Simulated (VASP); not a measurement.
# Si (Fd-3m) in VASP: notebook, part 2 of 2

VASP 6.6.1.

## 6. Relaxation of cell and atoms, PBEsol, target pressure 15 GPa, at which the enthalpy is minimised

Contents of INCAR:

```
SYSTEM = Si
ALGO = Normal
EDIFF = 1E-6
EDIFFG = -0.002
ENCUT = 600
GGA = PS
IBRION = 2
ISIF = 3
ISMEAR = 0
LASPH = .True.
LCHARG = .False.
LREAL = .False.
LWAVE = .False.
NELM = 100
NSW = 100
PREC = Accurate
PSTRESS = 150.0
SIGMA = 0.01
```

Contents of KPOINTS:

```
k-points
0
Gamma
  8 8 8
  0 0 0
```

Contents of POSCAR:

```
Si
1.0
    0.0000000000      2.7168137247      2.7168137247
    2.7168137247      0.0000000000      2.7168137247
    2.7168137247      2.7168137247      0.0000000000
Si
2
Direct
    0.2500000000      0.2500000000      0.2500000000
    0.0000000000      0.0000000000      0.0000000000
```

Potentials or basis: VASP PAW PBE potentials, release 64 (Si).

Started as:

```bash
$ cat potpaw_PBE.64/Si/POTCAR > POTCAR
$ mpirun -np 1 vasp_std > vasp.out
```

OUTCAR:

```text
SYSTEM = Si
   EDIFF = 1E-6
   EDIFFG = -0.002
   ENCUT = 600
   GGA = PS
   IBRION = 2
   ISIF = 3
   ISMEAR = 0
   LASPH = .True.
   LREAL = .False.
   NELM = 100
   NSW = 100
   PREC = Accurate
   PSTRESS = 150.0

 ion  position               nearest neighbor table
   1  0.250  0.250  0.250-   2 2.35   2 2.35   2 2.35   2 2.35
   2  0.000  0.000  0.000-   1 2.35   1 2.35   1 2.35   1 2.35

  LATTYP: Found a face centered cubic cell.
 ALAT       =     5.4336274494

  Lattice vectors:

 A1 = (   0.0000000000,   2.7168137247,   2.7168137247)
 A2 = (   2.7168137247,   0.0000000000,   2.7168137247)
 A3 = (   2.7168137247,   2.7168137247,   0.0000000000)

Analysis of symmetry for initial positions (statically):
=====================================================================
 Subroutine PRICEL returns:
 Original cell was already a primitive cell.

 Routine SETGRP: Setting up the symmetry group for a
 face centered cubic supercell.

 Subroutine GETGRP returns: Found 48 space group operations
 (whereof 24 operations were pure point group operations)
 out of a pool of 48 trial point group operations.

The static configuration has the point symmetry T_d .
 The point group associated with its full space group is O_h .

Analysis of symmetry for dynamics (positions and initial velocities):
=====================================================================
 Subroutine PRICEL returns:
 Original cell was already a primitive cell.

[... 143 lines left out ...]
  volume of cell :       40.11
 maximum number of plane-waves:      1363
   NGX = 15   NGY = 15   NGZ = 15

--------------------------------------- Ionic step        1  -------------------------------------------

 number of electron       7.9999999 magnetization

 Free energy of the ion-electron system (eV)
  ---------------------------------------------------
  ext. energy  EPLUGINS =         0.00000000
  ---------------------------------------------------
  free energy    TOTEN  =       -11.48907050 eV

  energy without entropy =      -11.48907050  energy(sigma->0) =      -11.48907050

 E-fermi :   5.8707     XC(G=0):  -9.5467

 val. band max:        5.7752150930   @ k =   0.0000   0.0000   0.0000
 cond. band min:       6.2804475206   @ k =   0.3750   0.3750   0.0000
 fundamental gap:      0.5052324276
 Fermi energy:         5.8707268625

 k-point     1 :       0.0000    0.0000    0.0000
  band No.  band energies     occupation
      1      -6.2044      2.00000
      2       5.7752      2.00000
      3       5.7752      2.00000
      4       5.7752      2.00000
      5       8.2912      0.00000
      6       8.2912      0.00000
      7       8.2912      0.00000
      8       9.0810      0.00000
[... 480 lines left out ...]
--------------------------------------- Ionic step        7  -------------------------------------------

 number of electron       8.0000000 magnetization

 Free energy of the ion-electron system (eV)
  ---------------------------------------------------
  ext. energy  EPLUGINS =         0.00000000
  ---------------------------------------------------
  free energy    TOTEN  =       -11.29271210 eV

  energy without entropy =      -11.29271210  energy(sigma->0) =      -11.29271210

 E-fermi :   7.1903     XC(G=0): -10.0222

 val. band max:        7.0833406535   @ k =   0.0000   0.0000   0.0000
 cond. band min:       7.3688054717   @ k =   0.3750   0.3750   0.0000
 fundamental gap:      0.2854648182
 Fermi energy:         7.1902835955

 k-point     1 :       0.0000    0.0000    0.0000
  band No.  band energies     occupation
      1      -5.7852      2.00000
      2       7.0833      2.00000
      3       7.0833      2.00000
      4       7.0833      2.00000
      5       9.6382      0.00000
      6       9.6382      0.00000
      7       9.6382      0.00000
      8      11.8373      0.00000
[... 286 lines left out ...]
  energy  without entropy=      -11.2927121012  energy(sigma->0) =      -11.29271210

  enthalpy is  TOTEN    =        -7.9699199296 eV   P V=        3.3227921716

 reached required accuracy - stopping structural energy minimisation
```

OSZICAR:

```text
N       E                     dE             d eps       ncg     rms          rms(c)
DAV:   1     0.681792519421E+01    0.68179E+01   -0.36265E+03   464   0.878E+02
DAV:   2    -0.114657815417E+02   -0.18284E+02   -0.17258E+02   720   0.846E+01
DAV:   3    -0.117111023809E+02   -0.24532E+00   -0.24532E+00   568   0.120E+01
DAV:   4    -0.117123762183E+02   -0.12738E-02   -0.12738E-02   736   0.966E-01
[... 44 lines left out ...]
       N       E                     dE             d eps       ncg     rms          rms(c)
DAV:   1    -0.112927360813E+02    0.68068E-02   -0.90383E-04   528   0.178E-01    0.307E-02
DAV:   2    -0.112927191167E+02    0.16965E-04   -0.16962E-05   584   0.288E-02    0.188E-02
DAV:   3    -0.112927120053E+02    0.71114E-05   -0.19462E-05   552   0.227E-02    0.546E-03
DAV:   4    -0.112927121012E+02   -0.95905E-07   -0.18822E-07   312   0.415E-03
   7 F= -.79699199E+01 E0= -.79699199E+01  d E =-.519062E-04
```

CONTCAR:

```text
Si
   1.00000000000000
     0.0000000000000000    2.6083398032838114    2.6083398032838114
     2.6083398032838114   -0.0000000000000000    2.6083398032838114
     2.6083398032838114    2.6083398032838114   -0.0000000000000000
  Si
     2
Direct
     0.2500000000000000    0.2500000000000000    0.2500000000000000
     0.0000000000000000    0.0000000000000000    0.0000000000000000

  0.00000000E+00  0.00000000E+00  0.00000000E+00
  0.00000000E+00  0.00000000E+00  0.00000000E+00
```

Run time: 15 s. Hardware: 1 thread of Intel Xeon 6975P-C (Granite Rapids), shared host; peak memory 0.17 GiB.

What came out:

```
Free energy                                            : -11.2927 eV
Relaxed volume                                         : 17.75 Å³/atom
Relaxed cell                                           : a = 3.689 Å, b = 3.689 Å, c = 3.689 Å, α = 60.00°, β = 60.00°, γ = 60.00°
Space group after relaxing (to 0.05 Å)                 : Fd-3m (No. 227)
Energy change on relaxing (the enthalpy is what falls) : +98.2 meV/atom
Ionic steps                                            : 7
Pressure after relaxing                                : 15.0 GPa
Band gap on the k mesh                                 : 0.29 eV, indirect (least direct gap 2.55 eV)
```

The path:
| step | energy change (eV) | largest force (eV/Å) | pressure (GPa) | volume (Å³) |
| --- | --- | --- | --- | --- |
| 1 | 0.0000 | 0.0000 | 0.12 | 40.11 |
| 2 | 1.1566 | 0.0000 | 47.24 | 30.24 |
| 3 | 0.1804 | 0.0000 | 14.26 | 35.67 |
| 4 | 0.1941 | 0.0000 | 14.89 | 35.52 |
| 5 | 0.2024 | 0.0000 | 15.27 | 35.43 |
| 6 | 0.1895 | 0.0000 | 14.69 | 35.57 |
| 7 | 0.1964 | 0.0000 | 15.00 | 35.49 |

Final structure:
```
CELL_PARAMETERS angstrom
0.00000 2.60834 2.60834
2.60834 0.00000 2.60834
2.60834 2.60834 0.00000
ATOMIC_POSITIONS crystal
Si 0.25000 0.25000 0.25000
Si 0.00000 0.00000 0.00000
```

Caveat: the cell is relaxed towards a set pressure, so the enthalpy falls and the energy may rise; the PAW data sets were made with another functional, which shifts forces and pressure a little. A k mesh can miss the band edges.

## 7. Overview

| cell | gap on the mesh (eV) | pressure (GPa) |
| --- | --- | --- |
| relaxed to 2 GPa | 0.47 | 2.0 |
| relaxed to 4 GPa | 0.44 | 4.0 |
| relaxed to 7 GPa | 0.40 | 7.0 |
| relaxed to 10 GPa | 0.35 | 10.0 |
| relaxed to 15 GPa | 0.29 | 15.0 |

Alike in all rows: task relaxation of cell and atoms; level PBEsol; potentials or basis VASP PAW PBE potentials, release 64 (Si); no spin polarisation; k mesh 8 × 8 × 8; cutoff (eV) 600; smearing gaussian 0.01 eV.

Caveats: the cell is relaxed towards a set pressure, so the enthalpy falls and the energy may rise; the PAW data sets were made with another functional, which shifts forces and pressure a little.

Absolute energies hang on the potentials; compare differences alone.
